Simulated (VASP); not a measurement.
# Sc (Im-3m) in VASP: further runs

The runs below take Sc through single point, with RPBE.

Program: VASP 6.6.1. These are calculated values, not measurements. Logs are shortened: lines on timing, memory, paths and dates and some standing lists are left out, and cuts for length are marked.

**1. The cell of the first run**

The structure is cubic, space group Im-3m (No. 229). Conventional cell: a = 3.574 Å, b = 3.574 Å, c = 3.574 Å, α = 90.00°, β = 90.00°, γ = 90.00°. Within 4.1 Å of Sc (site symmetry m-3m) lie 14 Sc at 3.09 to 3.57 Å.

**2. Single point, RPBE (volume scaled by 0.88)**

The input, INCAR:

```
SYSTEM = Sc
  PREC = Accurate
  ENCUT = 520
  EDIFF = 1E-7
  ISMEAR = -1
  SIGMA = 0.1
  LREAL = .FALSE.
  LASPH = .TRUE.
  NELM = 80
  ALGO = Normal
  ISIF = 2
  LWAVE = .FALSE.
  LCHARG = .TRUE.
  GGA = RP
  LELF = .TRUE.
  LVHAR = .TRUE.
  NBANDS = 12
```

The input, KPOINTS:

```
Automatic mesh
0
G
  13 13 13
  0 0 0
```

The input, POSCAR:

```
Sc
1.0
   -1.7868581818      1.7868581818      1.7868581818
    1.7868581818     -1.7868581818      1.7868581818
    1.7868581818      1.7868581818     -1.7868581818
Sc
1
Direct
    0.0000000000      0.0000000000      0.0000000000
```

Potentials or basis: VASP PAW PBE potentials, release 64 (Sc_sv).

Started as:

```sh
$ cat potpaw_PBE.64/Sc_sv/POTCAR > POTCAR
$ mpirun -np 1 vasp_std > vasp.out
```

OUTCAR:

```text
SYSTEM = Sc
   PREC = Accurate
   ENCUT = 520
   EDIFF = 1E-7
   ISMEAR = -1
   LREAL = .FALSE.
   LASPH = .TRUE.
   NELM = 80
   ISIF = 2
   GGA = RP

 ion  position               nearest neighbor table
   1  0.000  0.000  0.000-

  LATTYP: Found a body centered cubic cell.
 ALAT       =     3.5737163636

  Lattice vectors:

 A1 = (  -1.7868581818,   1.7868581818,   1.7868581818)
 A2 = (   1.7868581818,  -1.7868581818,   1.7868581818)
 A3 = (   1.7868581818,   1.7868581818,  -1.7868581818)

Analysis of symmetry for initial positions (statically):
=====================================================================
 Subroutine PRICEL returns:
 Original cell was already a primitive cell.

 Routine SETGRP: Setting up the symmetry group for a
 body centered cubic supercell.

 Subroutine GETGRP returns: Found 48 space group operations
 (whereof 48 operations were pure point group operations)
 out of a pool of 48 trial point group operations.

The static configuration has the point symmetry O_h .

Analysis of symmetry for dynamics (positions and initial velocities):
=====================================================================
 Subroutine PRICEL returns:
 Original cell was already a primitive cell.

 Routine SETGRP: Setting up the symmetry group for a
 body centered cubic supercell.

 Subroutine GETGRP returns: Found 48 space group operations
 (whereof 48 operations were pure point group operations)
 out of a pool of 48 trial point group operations.

The dynamic configuration has the point symmetry O_h .

 Subroutine INISYM returns: Found 48 space group operations
 (whereof 48 operations are pure point group operations),
 and found     1 'primitive' translations

----------------------------------------------------------------------------------------

                                     Primitive cell

  volume of cell :      22.8208

  direct lattice vectors                    reciprocal lattice vectors
    -1.786858182  1.786858182  1.786858182     0.000000000  0.279820752  0.279820752
     1.786858182 -1.786858182  1.786858182     0.279820752  0.000000000  0.279820752
     1.786858182  1.786858182 -1.786858182     0.279820752  0.279820752  0.000000000

  length of vectors
     3.094929157  3.094929157  3.094929157     0.395726302  0.395726302  0.395726302

  position of ions in fractional coordinates (direct lattice)
     0.000000000  0.000000000  0.000000000

  ion indices of the primitive-cell ions
   primitive index   ion index
                 1           1

----------------------------------------------------------------------------------------

 KPOINTS: Automatic mesh

Automatic generation of k-mesh.
 Grid dimensions read from file:
 generate k-points for:   13   13   13

 Generating k-lattice:

  Cartesian coordinates                     Fractional coordinates (reciprocal lattice)
     0.000000000  0.021524673  0.021524673     0.076923077  0.000000000  0.000000000
     0.021524673  0.000000000  0.021524673     0.000000000  0.076923077  0.000000000
     0.021524673  0.021524673  0.000000000     0.000000000  0.000000000  0.076923077

  Length of vectors
     0.030440485  0.030440485  0.030440485

  Shift w.r.t. Gamma in fractional coordinates (k-lattice)
     0.000000000  0.000000000  0.000000000

 Subroutine IBZKPT returns following result:
 ===========================================

 Found     84 irreducible k-points:

 Following reciprocal coordinates:
            Coordinates               Weight
  0.000000  0.000000  0.000000      1.000000
  0.076923  0.000000  0.000000     12.000000
  0.153846  0.000000  0.000000     12.000000
  0.230769  0.000000  0.000000     12.000000
  0.307692  0.000000  0.000000     12.000000
  0.384615  0.000000  0.000000     12.000000
[... 16 lines left out ...]
  0.153846  0.076923  0.076923     24.000000
  0.230769  0.076923  0.076923     24.000000
 [... further k-points ...]
   k-points           NKPTS =     84   k-points in BZ     NKDIM =     84   number of bands    NBANDS=     12
   number of dos      NEDOS =    301   number of ions     NIONS =      1
   total plane-waves  NPLWV =  13824
   dimension x,y,z NGX =    24 NGY =   24 NGZ =   24
   dimension x,y,z NGXF=    48 NGYF=   48 NGZF=   48
   ions per type =               1
   NGX,Y,Z   is equivalent  to a cutoff of  12.89, 12.89, 12.89 a.u.
   NGXF,Y,Z  is equivalent  to a cutoff of  25.78, 25.78, 25.78 a.u.
 SYSTEM =  Sc
   PREC   = accura    normal or accurate (medium, high low for compatibility)
   ISTART =      0    job   : 0-new  1-cont  2-samecut
   ICHARG =      2    charge: 1-file 2-atom 10-const
   ISPIN  =      1    spin polarized calculation?
   LNONCOLLINEAR =      F non collinear calculations
   LSORBIT =      F    spin-orbit coupling
   LASPH  =      T    aspherical Exc in radial PAW
   ENCUT  =  520.0 eV  38.22 Ry    6.18 a.u.   5.75  5.75  5.75*2*pi/ulx,y,z
   NELM   =     80;   NELMIN=  2; NELMDL= -5     # of ELM steps
   EDIFF  = 0.1E-06   stopping-criterion for ELM
   LREAL  =      F    real-space projection
   EDIFFG = 0.1E-05   stopping-criterion for IOM
   NSW    =      0    number of steps for IOM
   IBRION =     -1    ionic relax: 0-MD 1-quasi-New 2-CG
   NFREE  =      0    steps in history (QN), initial steepest desc. (CG)
   ISIF   =      2    stress and relaxation
   ISYM   =      2    0-nonsym 1-usesym 2-fastsym
   POTIM  = 0.5000    time-step for ionic-motion
   TEBEG  =    0.0;   TEEND  =   0.0 temperature during run
   PSTRESS=    0.0 pullay stress
   NELECT =      11.0000    total number of electrons
   NUPDOWN=      -1.0000    fix difference up-down
   EMIN   =  10.00;   EMAX   =-10.00  energy-range for DOS
   EFERMI =   0.00;   METHOD = LEGACY
   ISMEAR =    -1;   SIGMA  =   0.10  broadening in eV -4-tet -1-fermi 0-gaus
   EFERMI_NEDOS =   21; number of points for ismear=-14 and -15
   IALGO  =     38    algorithm
   IMIX   =      4    mixing-type and parameters
     AMIX     =   0.40;   BMIX     =  1.00
     AMIX_MAG =   1.60;   BMIX_MAG =  1.00
  volume/ion in A,a.u.               =      22.82       154.00
  Fermi-wavevector in a.u.,A,eV,Ry     =   1.283598  2.425648 22.417277  1.647623
  Thomas-Fermi vector in A             =   2.415841
   LORBIT       =      0    0 simple, 1 ext, 2 COOP (PROOUT), +10 PAW based schemes
   GGA     = RP    functional components
   LHFCALC =     F    Hartree Fock is set to
   AEXX    =    0.0000 exact exchange contribution
   IVDW    =     0    specifies the selected vdW correction
   LEPSILON=     F    determine dielectric tensor
   LRPA    =     F    only Hartree local field effects (RPA)
 non-spin polarized calculation
  energy-cutoff  :      520.00
  volume of cell :       22.82
 maximum number of plane-waves:       631
   NGX = 11   NGY = 11   NGZ = 11

 number of electron      10.9999998 magnetization

 Free energy of the ion-electron system (eV)
  ---------------------------------------------------
  ext. energy  EPLUGINS =         0.00000000
  ---------------------------------------------------
  free energy    TOTEN  =        -5.81514863 eV

  energy without entropy =       -5.74065362  energy(sigma->0) =       -5.77790113

 E-fermi :   4.3850     XC(G=0): -10.0724

 val. band max:        4.3826528444   @ k =   0.2308   0.1538   0.1538
 cond. band min:       4.3952887972   @ k =   0.3077   0.2308   0.0769
 fundamental gap:      0.0126359528
 Fermi energy:         4.3850144046

 k-point     1 :       0.0000    0.0000    0.0000
  band No.  band energies     occupation
      1     -45.1411      2.00000
      2     -23.4353      2.00000
      3     -23.4353      2.00000
      4     -23.4353      2.00000
      5      -1.0074      2.00000
      6       5.9730      0.00000
      7       5.9730      0.00000
      8       5.9730      0.00000
      9       7.4918      0.00000
     10       7.4918      0.00000
     11      18.9549      0.00000
     12      18.9549      0.00000

 k-point     2 :       0.0769    0.0000    0.0000
  band No.  band energies     occupation
      1     -45.1362      2.00000
      2     -23.4654      2.00000
      3     -23.4446      2.00000
      4     -23.4355      2.00000
      5      -0.8379      2.00000
      6       5.8848      0.00000
      7       5.9372      0.00000
      8       6.1013      0.00000
      9       7.3897      0.00000
     10       7.4967      0.00000
     11      18.7359      0.00000
     12      18.9391      0.00000

 k-point     3 :       0.1538    0.0000    0.0000
  band No.  band energies     occupation
      1     -45.1225      2.00000
      2     -23.5479      2.00000
      3     -23.4702      2.00000
      4     -23.4360      2.00000
      5      -0.3491      2.00000
      6       5.6514      0.00001
      7       5.7608      0.00000
      8       6.4737      0.00000
      9       7.2285      0.00000
     10       7.5186      0.00000
     11      17.9329      0.00000
     12      18.6249      0.00000

 k-point     4 :       0.2308    0.0000    0.0000
  band No.  band energies     occupation
      1     -45.1032      2.00000
      2     -23.6622      2.00000
      3     -23.5060      2.00000
      4     -23.4367      2.00000
      5       0.3960      2.00000
      6       5.3458      0.00013
      7       5.3909      0.00009
      8       7.0499      0.00000
      9       7.2220      0.00000
     10       7.5717      0.00000
     11      16.4816      0.00000
     12      17.7736      0.00000

 k-point     5 :       0.3077    0.0000    0.0000
  band No.  band energies     occupation
      1     -45.0826      2.00000
      2     -23.7812      2.00000
      3     -23.5437      2.00000
      4     -23.4374      2.00000
      5       1.2709      2.00000
      6       5.0053      0.00404
      7       5.0464      0.00268
      8       7.3404      0.00000
      9       7.6593      0.00000
     10       7.7505      0.00000
     11      14.7474      0.00000
     12      16.7624      0.00000

 k-point     6 :       0.3846    0.0000    0.0000
  band No.  band energies     occupation
      1     -45.0655      2.00000
      2     -23.8780      2.00000
      3     -23.5748      2.00000
      4     -23.4380      2.00000
      5       2.0437      2.00000
      6       4.8146      0.02689
      7       4.8404      0.02084
      8       7.4541      0.00000
      9       7.7606      0.00000
     10       8.4356      0.00000
     11      13.1814      0.00000
     12      15.9395      0.00000

 k-point     7 :       0.4615    0.0000    0.0000
  band No.  band energies     occupation
      1     -45.0558      2.00000
      2     -23.9320      2.00000
      3     -23.5922      2.00000
      4     -23.4384      2.00000
      5       2.4477      2.00000
      6       4.6894      0.09100
      7       4.9364      0.00803
      8       7.4876      0.00000
      9       7.8314      0.00000
     10       8.8861      0.00000
     11      12.2116      0.00000
     12      15.4837      0.00000

 k-point     8 :       0.0769    0.0769    0.0000
  band No.  band energies     occupation
      1     -45.1269      2.00000
      2     -23.5221      2.00000
      3     -23.4546      2.00000
      4     -23.4428      2.00000
      5      -0.5084      2.00000
      6       5.7533      0.00000
      7       5.7926      0.00000
      8       6.3656      0.00000
      9       7.2318      0.00000
     10       7.5332      0.00000
     11      18.2826      0.00000
     12      18.7709      0.00000
[... 166 lines left out ...]
 k-point    20 :       0.3846    0.2308   -0.0000
  band No.  band energies     occupation
      1     -45.0464      2.00000
      2     -23.8569      2.00000
      3     -23.6905      2.00000
      4     -23.4909      2.00000
      5       3.3874      1.99991
      6       4.3532      1.15780
      7       4.4797      0.55898
      8       7.4841      0.00000
      9       7.9020      0.00000
     10      10.2320      0.00000
     11      11.8203      0.00000
     12      13.3091      0.00000

 k-point    21 :       0.3077    0.3077    0.0000
  band No.  band energies     occupation
      1     -45.0446      2.00000
      2     -23.8171      2.00000
      3     -23.7387      2.00000
      4     -23.4966      2.00000
      5       3.7648      1.99596
      6       4.1093      1.88064
      7       4.3754      1.04783
      8       7.6007      0.00000
      9       7.8057      0.00000
     10      10.7584      0.00000
     11      12.1193      0.00000
     12      12.1384      0.00000

 k-point    22 :       0.0769    0.0769    0.0769
  band No.  band energies     occupation
      1     -45.1145      2.00000
      2     -23.6044      2.00000
      3     -23.4565      2.00000
      4     -23.4565      2.00000
      5      -0.0365      2.00000
      6       5.4959      0.00003
      7       5.4959      0.00003
      8       6.8384      0.00000
      9       7.3902      0.00000
     10       7.3902      0.00000
     11      17.8231      0.00000
     12      17.8231      0.00000

 k-point    23 :       0.1538    0.0769    0.0769
  band No.  band energies     occupation
      1     -45.0971      2.00000
      2     -23.7005      2.00000
      3     -23.4944      2.00000
      4     -23.4592      2.00000
      5       0.6900      2.00000
      6       5.1493      0.00096
      7       5.1677      0.00080
      8       7.3408      0.00000
      9       7.4645      0.00000
     10       7.5434      0.00000
     11      16.4952      0.00000
     12      17.0632      0.00000

 k-point    24 :       0.2308    0.0769    0.0769
  band No.  band energies     occupation
      1     -45.0785      2.00000
      2     -23.7928      2.00000
      3     -23.5425      2.00000
      4     -23.4621      2.00000
      5       1.5574      2.00000
      6       4.8025      0.03029
      7       4.8803      0.01403
      8       7.4163      0.00000
      9       7.6750      0.00000
     10       8.1787      0.00000
     11      14.7854      0.00000
     12      16.2316      0.00000

 [... further k-points ...]
[... 5 lines left out ...]
  --------------------------------------------------------------------------------------
  -------------------------------------------------------------------------------------
  Total        1.1123183      1.1123183      1.1123183     -0.0000000      0.0000000     -0.0000000
  in kB       78.0925174     78.0925174     78.0925174     -0.0000000      0.0000000     -0.0000000
  external PRESSURE =      78.0925174 kB  Pullay stress =       0.0000000 kB

 VOLUME and BASIS-vectors are now :
 -----------------------------------------------------------------------------
  energy-cutoff  :      520.00
  volume of cell :       22.82
      direct lattice vectors                 reciprocal lattice vectors
    -1.786858182  1.786858182  1.786858182     0.000000000  0.279820752  0.279820752
     1.786858182 -1.786858182  1.786858182     0.279820752  0.000000000  0.279820752
     1.786858182  1.786858182 -1.786858182     0.279820752  0.279820752  0.000000000

 POSITION                                       TOTAL-FORCE (eV/Angst)
 -----------------------------------------------------------------------------------
      0.00000      0.00000      0.00000        -0.000000     -0.000000      0.000000
 -----------------------------------------------------------------------------------
    total drift:                                0.000000      0.000000      0.000000

  FREE ENERGIE OF THE ION-ELECTRON SYSTEM (eV)
  ---------------------------------------------------
  free  energy   TOTEN  =        -5.8151486308 eV

  energy  without entropy=       -5.7406536222  energy(sigma->0) =       -5.77790113
```

Run time: 7.1 s. Hardware: 1 thread of Intel Xeon 6975P-C (Granite Rapids), shared host; peak memory 0.14 GiB.

What came out:

```yaml
Free_energy: -5.8151 eV
Pressure: 7.8 GPa
```

Caveat: the PAW data sets were made with another functional, which shifts forces and pressure a little.

**3. Single point, RPBE (volume scaled by 0.92)**

The input, INCAR:

```
SYSTEM = Sc
PREC = Accurate
ENCUT = 520
EDIFF = 1E-6
ISMEAR = -1
SIGMA = 0.1
LREAL = .False.
LASPH = .True.
NELM = 60
ALGO = Normal
ISIF = 2
LWAVE = .False.
LCHARG = .True.
GGA = RP
LELF = .True.
LVHAR = .True.
NBANDS = 12
```

The input, KPOINTS:

```
Automatic mesh
0
Gamma
  13 13 13
  0 0 0
```

The input, POSCAR:

```
Sc
1.0
   -1.8135316394      1.8135316394      1.8135316394
    1.8135316394     -1.8135316394      1.8135316394
    1.8135316394      1.8135316394     -1.8135316394
Sc
1
Direct
    0.0000000000      0.0000000000      0.0000000000
```

Potentials or basis: VASP PAW PBE potentials, release 64 (Sc_sv).

Started as:

```sh
$ cat potpaw_PBE.64/Sc_sv/POTCAR > POTCAR
$ mpirun -np 1 vasp_std > vasp.out
```

It took 6.6 s on 1 thread of Intel Xeon 6975P-C (Granite Rapids), shared host; peak memory 0.15 GiB.

Results (log left out):

| Item | Value |
| --- | --- |
| Free energy | -5.8561 eV |
| Pressure | 4.8 GPa |

Levels at points of the mesh, in eV from the Fermi level:
```tsv
k point	band 1	band 2	band 3	band 4	band 5	band 6	band 7	band 8	band 9	band 10
(0.00, 0.00, 0.00)	-49.64	-27.96	-27.96	-27.96	-5.31	1.53	1.53	1.53	2.97	2.97
```

Caveat: the PAW data sets were made with another functional, which shifts forces and pressure a little.

(Part 1 of 2 ends here.)
